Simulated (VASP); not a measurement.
# SnO2 in VASP: notebook, part 2 of 2

VASP 6.6.1. The steps go on from the part before.

### 4 Single point, PBE

Input file INCAR:

```
PREC = Accurate ; ENCUT = 520
EDIFF = 1E-6 ; ISMEAR = -1
SIGMA = 0.1034 ; LREAL = Auto
LASPH = True ; NELM = 80
ALGO = Normal ; ISIF = 2
LWAVE = False ; LCHARG = False
GGA = PE ; ISYM = 0
NBANDS = 107
```

Input file KPOINTS:

```
regular mesh
0
Gamma
  1 1 1
```

Input file POSCAR:

```
SnO2
1.0
    6.8133110000     -0.0677660000     -0.0220850000
   -0.0677660000      6.5981650000     -0.0994380000
   -0.0220850000     -0.0994380000      6.3785550000
Sn O
7 14
Direct
    0.7956835174      0.7069176721      0.8360099035
    0.9788403068      0.2511605940      0.6519936875
    0.5891587228      0.0336067256      0.4744040548
    0.3233852345      0.8423950134      0.0956955044
    0.4688518714      0.3238930154      0.9691500453
    0.9421349222      0.1583159532      0.1353312265
    0.3967199258      0.5477667922      0.5286063056
    0.7904944649      0.2448361818      0.3799440611
    0.7926927949      0.0301956107      0.7592168150
    0.5114307308      0.6638864158      0.8443602799
    0.1978680243      0.1831186622      0.3544562787
    0.1807930421      0.1691115818      0.9291467945
    0.5221814465      0.0542276159      0.1259137317
    0.0032571280      0.7907088437      1.1039008740
    0.1156224001      0.0379924780      0.5116491771
    0.1022329521      0.5419331510      0.6898009915
    0.7968895496      0.3856903414      0.9658429820
    0.6843859289      0.7131066863      0.5031827061
    0.4788685316      0.2802697574      0.6390524618
    0.3613022340      0.8269144107      0.4072358199
    0.3545731838      0.4995844979      0.1992089795
```

Potentials or basis: VASP PAW PBE potentials, release 64 (Sn_d, O).

On the command line:

```sh
$ cat potpaw_PBE.64/Sn_d/POTCAR potpaw_PBE.64/O/POTCAR > POTCAR
$ mpirun -np 1 vasp_gam > vasp.out
```

OUTCAR:

```text
PREC = Accurate
   ENCUT = 520
   EDIFF = 1E-6
   ISMEAR = -1
   LREAL = Auto
   LASPH = True
   NELM = 80
   ISIF = 2
   GGA = PE
   ISYM = 0

 ion  position               nearest neighbor table
   1  0.796  0.707  0.836-  10 1.95   9 2.20  18 2.25  14 2.26  17 2.30  16 2.54   2 3.45   5 3.46
                             7 3.47   3 3.51   6 3.61   4 3.74
   2  0.979  0.251  0.652-  15 1.91   9 2.05  16 2.09   8 2.15  12 2.32  11 2.46  17 2.51   6 3.17
                             3 3.18   6 3.34   1 3.45   7 3.53
   3  0.589  0.034  0.474-   8 2.04  19 2.07  20 2.08  18 2.24  13 2.28   9 2.28   2 3.18   4 3.22
                             6 3.35   7 3.47   1 3.51   7 3.67   5 3.75
   4  0.323  0.842  0.096-  13 1.93  20 2.01  14 2.20  10 2.36  21 2.39  12 2.63   3 3.22   6 3.37
                             5 3.43   7 3.47   5 3.65   1 3.74
   5  0.469  0.324  0.969-  21 2.01  13 2.10  19 2.12  12 2.20  17 2.26  10 2.42   7 3.25   4 3.43
                             1 3.46   6 3.59   4 3.65   3 3.75
   6  0.942  0.158  0.135-   8 1.95  12 2.10  17 2.13  11 2.23  14 2.47   9 2.71  15 2.81   2 3.17
                             2 3.34   3 3.35   4 3.37   5 3.59   1 3.61
   7  0.397  0.548  0.529-  19 2.01  20 2.04  21 2.13  18 2.23  16 2.26  10 2.26   5 3.25   4 3.47
[... 187 lines left out ...]
      4     -16.2086      2.00000
      5     -16.1399      2.00000
      6     -16.0960      2.00000
[... 95 lines left out ...]
    102      11.4037      0.00000
    103      11.6923      0.00000
 [bands above 103 left out]

------------------------ aborting loop because EDIFF is reached ----------------------------------------

  FORCE on cell =-STRESS in cart. coord.  units (eV):
  Direction    XX          YY          ZZ          XY          YZ          ZX
  --------------------------------------------------------------------------------------
  -------------------------------------------------------------------------------------
  Total        5.7554016      0.7199328      7.8897627     -0.2891370      2.8436862     -7.7800110
  in kB       32.1687566      4.0239315     44.0983744     -1.6160783     15.8942599    -43.4849380
  external PRESSURE =      26.7636875 kB  Pullay stress =       0.0000000 kB

 VOLUME and BASIS-vectors are now :
 -----------------------------------------------------------------------------
  energy-cutoff  :      520.00
  volume of cell :      286.65
      direct lattice vectors                 reciprocal lattice vectors
     6.813311000 -0.067766000 -0.022085000     0.146788317  0.001515595  0.000531865
    -0.067766000  6.598165000 -0.099438000     0.001515595  0.151608553  0.002368738
    -0.022085000 -0.099438000  6.378555000     0.000531865  0.002368738  0.156814089

 POSITION                                       TOTAL-FORCE (eV/Angst)
 -----------------------------------------------------------------------------------
      5.35487      4.52731      5.24467         3.857739      0.513039     -1.174777
      6.63772      1.52603      4.11219         0.421447      2.591263      2.181510
      4.00137      0.13464      3.00966        -0.174594     -2.437057      0.641613
      2.14412      5.52683      0.51949        -3.101576     -3.075803     -0.873388
      3.15108      2.00896      6.13921         0.017594      0.095179      0.309424
      6.40534      0.96729      0.82667         2.175658     -0.975499     -1.428631
[... 13 lines left out ...]
      2.39663      5.39114      2.50737        -0.320546      0.842680      0.338428
      2.37756      3.25250      1.21316         0.290949      0.652654      0.031534
 -----------------------------------------------------------------------------------
    total drift:                                0.021700     -0.003063     -0.012637

  FREE ENERGIE OF THE ION-ELECTRON SYSTEM (eV)
  ---------------------------------------------------
  free  energy   TOTEN  =      -120.6362260428 eV

  energy  without entropy=     -120.6361006376  energy(sigma->0) =     -120.63616334
```

stdout:

```text
POSCAR found type information on POSCAR SnO
 POSCAR found :  2 types and      21 ions
 scaLAPACK will be used
 LDA part: xc-table for (Slater+PW92), standard interpolation
 POSCAR, INCAR and KPOINTS ok, starting setup
 FFT: planning ... GRIDC
 FFT: planning ... GRID_SOFT
 FFT: planning ... GRID
 WAVECAR not read
 entering main loop
```

Wall time 38 s (1 thread of AMD EPYC 9R45 (Zen 5), shared host); peak memory 0.28 GiB.

What came out:

| Quantity | Value |
| --- | --- |
| Free energy | -120.6362 eV |
| Pressure | 2.7 GPa |
| Largest force | 4.455 eV/Å |
| Band gap on the k mesh | 2.22 eV |

Forces in eV/Å, atoms in the order of the input:
```
Sn   3.858  0.513 -1.175
Sn   0.421  2.591  2.182
Sn  -0.175 -2.437  0.642
Sn  -3.102 -3.076 -0.873
Sn   0.018  0.095  0.309
Sn   2.176 -0.975 -1.429
Sn  -0.462  1.647 -1.181
O   -0.394  0.353  1.236
O   -0.826 -0.978  0.449
O   -3.176 -0.433  1.744
O   -1.097 -0.564 -0.902
O   -0.159 -0.207 -0.195
O    2.361  1.276 -0.005
O   -0.343  1.875 -1.155
O    0.768 -0.440 -0.664
O    0.054 -0.740 -0.609
O   -0.862  0.478 -0.571
O    0.802 -0.134  0.897
O    0.169 -0.340  0.931
O   -0.321  0.843  0.338
O    0.291  0.653  0.032
```

Levels at points of the mesh, in eV from the valence-band top:
```csv
k point,band 88,band 89,band 90,band 91,band 92,band 93,band 94,band 95
"(0.00, 0.00, 0.00)",-0.54,-0.31,-0.21,0.00,2.22,2.47,2.62,3.44
```

Caveat: the k points lie up to 0.99 Å⁻¹ apart; spin-orbit coupling is left out, which moves the levels of the heavy elements.

### 5 Single point, PBE

Input file INCAR:

```
  PREC = Accurate
  ENCUT = 520
  EDIFF = 1E-6
  ISMEAR = -1
  SIGMA = 0.1034
  LREAL = Auto
  LASPH = True
  NELM = 100
  ALGO = Normal
  ISIF = 2
  LWAVE = False
  LCHARG = True
  GGA = PE
  LELF = True
  LVHAR = True
  ISYM = 0
  NBANDS = 107
```

Input file KPOINTS:

```
Automatic mesh
0
Gamma
  1 1 1
```

Input file POSCAR:

```
SnO2
1.0
    6.8133110000     -0.0677660000     -0.0220850000
   -0.0677660000      6.5981650000     -0.0994380000
   -0.0220850000     -0.0994380000      6.3785550000
Sn O
7 14
Direct
    0.8224541581      0.7413381406      0.8550347347
    0.9777223352      0.3240411448      0.6747280538
    0.6318807654     -0.0047811576      0.5105804775
    0.3215087155      0.7983644366      0.0785104593
    0.4933646396      0.2738093643      0.9926991323
    0.9783758864      0.1611324274      0.1301285507
    0.4043545281      0.5353692717      0.5290160890
    0.8087668932      0.2579992164      0.3950552348
    0.8325346303      0.0415040069      0.8229021468
    0.4821575603      0.7218000679      0.8104553155
    0.1960532329      0.2171962029      0.3162839219
    0.1910940032      0.2325183645      0.9225734468
    0.5342583315      0.0416502529      0.1362325343
    0.0238889690      0.8124580935      1.0984804232
    0.1457233600      0.1183776913      0.5009096169
    0.0918535361      0.5927122265      0.6603564136
    0.8448379688      0.3983123790      0.9721887846
    0.7696251141      0.7404113208      0.5352747122
    0.5037202324      0.2585049599      0.6645575491
    0.3795072993      0.8128871529      0.4182090288
    0.4005109705      0.5170577527      0.1792105694
```

On the command line:

```sh
$ cat potpaw_PBE.64/Sn_d/POTCAR potpaw_PBE.64/O/POTCAR > POTCAR
$ mpirun -np 1 vasp_gam > vasp.out
```

Run time: 46 s. Hardware: 1 thread of AMD EPYC 9R45 (Zen 5), shared host; peak memory 0.28 GiB.

Results (log left out):

```yaml
Free_energy: -119.8329 eV
Pressure: 4.7 GPa
Largest_force: 4.828 eV/Å
Band_gap_on_the_k_mesh: 1.45 eV
```

Forces in eV/Å, atoms in the order of the input:
```
Sn   0.538 -1.491 -0.417
Sn   0.477 -2.589  0.242
Sn  -1.345  1.720 -0.951
Sn   0.997 -0.382  1.097
Sn  -1.174  4.180 -2.111
Sn  -2.179 -0.440 -1.222
Sn  -0.658  0.282  0.065
O   -1.217 -1.385 -0.018
O   -0.464  0.535 -0.371
O    0.957 -0.391  1.061
O    2.256  1.056  0.633
O    0.396 -0.749 -0.616
O    1.003 -3.754  2.013
O   -0.296  1.248  0.056
O    0.033 -0.594  2.307
O    1.450  0.436  0.038
O   -2.105  1.720 -0.717
O   -0.363 -1.086 -0.147
O    0.691  0.715 -0.233
O    0.196  1.735 -0.783
O    0.806 -0.766  0.075
```

Stress tensor (GPa, compression positive):
```
 2.52 -0.64  0.30
-0.64  8.05 -3.41
 0.30 -3.41  3.56
```

Levels at points of the mesh, in eV from the valence-band top:
```tsv
k point	band 88	band 89	band 90	band 91	band 92	band 93	band 94	band 95
(0.00, 0.00, 0.00)	-1.10	-0.91	-0.23	0.00	1.45	2.20	2.51	2.73
```

Caveat: the k points lie up to 0.99 Å⁻¹ apart; spin-orbit coupling is left out, which moves the levels of the heavy elements.

### 6 Single point, PBE

Input file INCAR:

```
SYSTEM = SnO2
ALGO = Normal
EDIFF = 1E-7
ENCUT = 520
GGA = PE
ISIF = 2
ISMEAR = -1
ISYM = 0
LASPH = .True.
LCHARG = .False.
LREAL = Auto
LWAVE = .False.
NBANDS = 107
NELM = 60
PREC = Accurate
SIGMA = 0.05
```

Input file KPOINTS:

```
k-points
0
Gamma
  1 1 1
  0 0 0
```

Input file POSCAR:

```
SnO2
1.0
    6.8133110000     -0.0677660000     -0.0220850000
   -0.0677660000      6.5981650000     -0.0994380000
   -0.0220850000     -0.0994380000      6.3785550000
Sn O
7 14
Direct
    0.8189494459      0.7363875501      0.8576060571
    0.9758464831      0.3079132649      0.6836552869
    0.6123382473      1.0094267299      0.5033327870
    0.3321756783      0.7984645533      0.1010846215
    0.4893419969      0.3022020181      0.9942580227
    0.9802265940      0.1695879884      0.1167913101
    0.4034062035      0.5537287893      0.5309910958
    0.8322890524      0.2197511124      0.4043242889
    0.8142892663      0.0431985472      0.7966774850
    0.4896636741      0.6666551857      0.8527661956
    0.2156257671      0.2268825829      0.3592250667
    0.1974214218      0.2112849642      0.9254067428
    0.5726483444      0.0298327497      0.1177549535
    0.0302340419      0.8489022195      0.0913843116
    0.1790298488      0.1350323414      0.5598114652
    0.0954993023      0.5717447434      0.6735609015
    0.8375290697      0.4226669645      0.9692811283
    0.7096805254      0.7191559609      0.5467877481
    0.5362475628      0.3029043848      0.6695403949
    0.3589720918      0.8486050425      0.4376695798
    0.4218593504      0.5228552237      0.2191145865
```

Potentials or basis: VASP PAW PBE potentials, release 64 (Sn_d, O).

On the command line:

```sh
$ cat potpaw_PBE.64/Sn_d/POTCAR potpaw_PBE.64/O/POTCAR > POTCAR
$ mpirun -np 1 vasp_gam > vasp.out
```

Wall time 55 s (1 thread of AMD EPYC 9R45 (Zen 5), shared host); peak memory 0.27 GiB.

The run converged. Its results:

| Quantity | Value |
| --- | --- |
| Free energy | -122.1342 eV |
| Pressure | 2.9 GPa |
| Largest force | 3.405 eV/Å |
| Band gap on the k mesh | 1.81 eV |

Forces in eV/Å, atoms in the order of the input:
```
Sn   0.456 -0.386 -0.668
Sn  -0.956 -1.373 -0.680
Sn   0.741  1.372 -0.256
Sn   0.442  0.771  0.261
Sn   0.195  0.313 -0.507
Sn  -0.828 -0.449  3.272
Sn  -0.254  0.194  2.181
O   -1.495 -0.504 -0.662
O    0.160 -0.039 -0.102
O   -0.284  0.004  0.862
O   -0.022  0.062 -0.851
O    1.414  0.240 -0.161
O   -0.664 -0.084  0.722
O   -0.026 -0.212 -0.179
O    0.838 -0.215 -0.533
O    1.195  1.930 -0.230
O   -0.909 -0.019  0.229
O    0.078 -0.167 -0.355
O   -0.002 -0.572 -0.437
O   -0.150 -0.437 -0.832
O    0.070 -0.429 -1.075
```

Stress tensor (GPa, compression positive):
```
 0.44 -0.48 -3.57
-0.48  3.90 -2.15
-3.57 -2.15  4.34
```

Levels at points of the mesh, in eV from the valence-band top:
| k point | band 88 | band 89 | band 90 | band 91 | band 92 | band 93 | band 94 | band 95 |
| --- | --- | --- | --- | --- | --- | --- | --- | --- |
| (0.00, 0.00, 0.00) | -1.36 | -1.09 | -0.31 | 0.00 | 1.81 | 2.12 | 2.43 | 2.73 |

Caveat: the k points lie up to 0.99 Å⁻¹ apart; spin-orbit coupling is left out, which moves the levels of the heavy elements.

### 7 Summary

| smearing | gap on the mesh (eV) | pressure (GPa) | largest force (eV/Å) |
| --- | --- | --- | --- |
| fermi-dirac 0.1861 eV | 0.99 | 1.7 | 4.07 |
| fermi-dirac 0.1034 eV | 1.45 | 4.7 | 4.83 |
| fermi-dirac 0.05 eV | 1.81 | 2.9 | 3.41 |

Some of these runs hold the atoms at other places in the same cell, which the table doesn't show; runs alike in all that it shows share one row.

Alike in all rows: task single point; level PBE; potentials or basis VASP PAW PBE potentials, release 64 (Sn_d, O); no spin polarisation; cell as given; k mesh 1 × 1 × 1; cutoff (eV) 520.

Caveats: all runs use coarse meshes; spin-orbit coupling is left out, which moves the levels of the heavy elements.

Total energies depend on the potentials used, so only differences within one code and one set of settings carry meaning.
